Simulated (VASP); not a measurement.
PbI2:

```
Pb I
1.0
     4.56408    0.00000    0.00000
    -2.28204    3.95261    0.00000
     0.00000    0.00000    7.32941
Pb I
1 2
Direct
  0.00000 0.00000 0.00000
  0.33333 0.66667 0.25863
  0.66667 0.33333 0.74137
```

This cell differs from its parent crystal: uniaxial z strain +4.0%.

Base run:

* Program: VASP 6.6.1
* Functional: r2SCAN
* Potentials or basis: VASP PAW PBE potentials, release 64 (Pb_d, I)
* Cutoff: 550 eV
* k mesh: 6 × 6 × 4
* Occupations: gaussian, width 0.01 eV
* Spin: no spin polarisation

Its results: band gap on the k mesh 2.76 eV; pressure 0.3 GPa.

Task: The run is repeated on the same cell with these changes: functional from r2SCAN to PBE; cutoff from 550 eV to 500 eV; occupations from gaussian, width 0.01 eV to fermi-dirac, width 0.02 eV. What comes out?

Result: Band gap on the k mesh 2.36 eV; pressure 0.8 GPa.

Caveats: spin-orbit coupling is left out, which moves the levels of the heavy elements; the PAW data sets were made with another functional, which shifts forces and pressure a little (at least some runs); this functional lacks dispersion, which binds layers or chains, so the pressure and a relaxed spacing across them are unreliable (at least some runs).

A k mesh can miss the band edges.
